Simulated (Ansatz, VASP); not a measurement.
# Si2P3: VASP beside Ansatz

```
CELL_PARAMETERS angstrom
3.49661 0.00000 0.00000
-1.74831 3.02816 0.00000
0.00000 0.00000 23.21037
ATOMIC_POSITIONS crystal
Si 0.66667 0.33333 0.36428
Si 0.66667 0.33333 0.26311
Si 0.33333 0.66667 0.63572
Si 0.33333 0.66667 0.73689
P 0.33333 0.66667 0.02584
P 0.66667 0.33333 0.97416
P 0.33333 0.66667 0.40847
P 0.00000 0.00000 0.21893
P 0.66667 0.33333 0.59153
P 0.00000 0.00000 0.78107
```

Alike in both runs: functional PBE; k mesh 12 × 12 × 2; no spin polarisation.

Ansatz relaxed the structure, and its values are those at the end. VASP's run is a single point on that final structure, the one shown.

```csv
,VASP,Ansatz
version,VASP 6.6.1,Ansatz 0.2.0
potentials or method,"VASP PAW PBE potentials, release 64 (Si, P), cutoff 520 eV","scalar-relativistic, plane waves, PAW"
occupations,"gaussian, width 0.01 eV",fixed
valence electrons in the cell,46,46
```

```tsv
	VASP	Ansatz	Ansatz less VASP
gap on the k mesh at the Fermi level (eV)	1.18	1.15	-0.035
least direct gap on the mesh (eV)	1.60	1.55	-0.050
pressure (GPa)	-0.2	0.0	+0.16
rms of the force components (eV/Å)	0.020	0.000	-0.0198
```
